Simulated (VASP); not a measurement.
Here is a VASP 6.6.1 calculation.

Contents of INCAR:

```
SYSTEM = Si3N4
PREC = Accurate
ENCUT = 520
EDIFF = 1E-8
ISMEAR = -1
SIGMA = 0.02
LREAL = .False.
LASPH = .True.
NELM = 100
ALGO = Normal
ISIF = 2
LWAVE = .False.
LCHARG = .False.
GGA = PE
LEFG = .True.
NBANDS = 45
```

KPOINTS

```
Automatic mesh
0
Gamma
  4 4 10
  0 0 0
```

Contents of POSCAR:

```
Si3N4
1.0
    7.5950000000      0.0000000000      0.0000000000
   -3.7975000000      6.5774629417      0.0000000000
    0.0000000000      0.0000000000      2.9023000000
Si N
6 8
Direct
    0.7673199105      0.1735618873      0.3256358181
    0.5937580233      0.7673199105      0.8256358181
    0.8264381127      0.5937580233      0.3256358181
    0.2326800895      0.8264381127      0.8256358181
    0.4062419767      0.2326800895      0.3256358181
    0.1735618873      0.4062419767      0.8256358181
    0.0293608823      0.3297475823      0.3256531517
    0.6930134235      0.0228234072      0.8245161224
    0.6702524177      0.6996133000      0.3256531517
    0.9706391177      0.6702524177      0.8256531517
    0.3003867000      0.9706391177      0.3256531517
    0.3297475823      0.3003867000      0.8256531517
    0.3333333333      0.6666666667     -0.1744669093
    0.6666666667      0.3333333333      0.3255330907
```

Potentials or basis: VASP PAW PBE potentials, release 64 (Si, N).

The run is started by

```sh
$ cat potpaw_PBE.64/Si/POTCAR potpaw_PBE.64/N/POTCAR > POTCAR
$ mpirun -np 1 vasp_std > vasp.out
```

Problem. Predict the band gap on the k mesh.

Solution. 4.35 eV (least direct gap 4.53 eV).

Problem. Predict the pressure.

Solution. 6.2 GPa.

Problem. Predict the largest force.

Solution. 1.823 eV/Å.

Electric field gradients, principal values (V/Å²):
```csv
atom,least,middle,greatest (by size)
1 Si,3.503,5.594,-9.097
2 Si,0.638,2.638,-3.276
3 Si,-3.731,-5.286,9.017
4 Si,-3.956,-6.164,10.119
5 Si,-3.765,-5.622,9.387
6 Si,-2.663,-7.420,10.083
7 N,21.907,25.128,-47.034
8 N,19.139,27.139,-46.278
9 N,20.708,24.925,-45.633
10 N,20.814,25.347,-46.161
11 N,21.336,25.357,-46.692
12 N,21.080,25.339,-46.419
13 N,21.525,23.296,-44.822
14 N,21.805,23.329,-45.134
```

Caveat: the cell differs from its parent crystal (atom 8 (N) moved by 0.05 Å); the cell stands under pressure; without QUAD_EFG the Cq values of the log hold for a quadrupole moment of 1 mb, not for the nuclei; forces of over 1 eV/Å act on the atoms, so gaps and moduli don't describe the material at rest. A k mesh can miss the band edges.
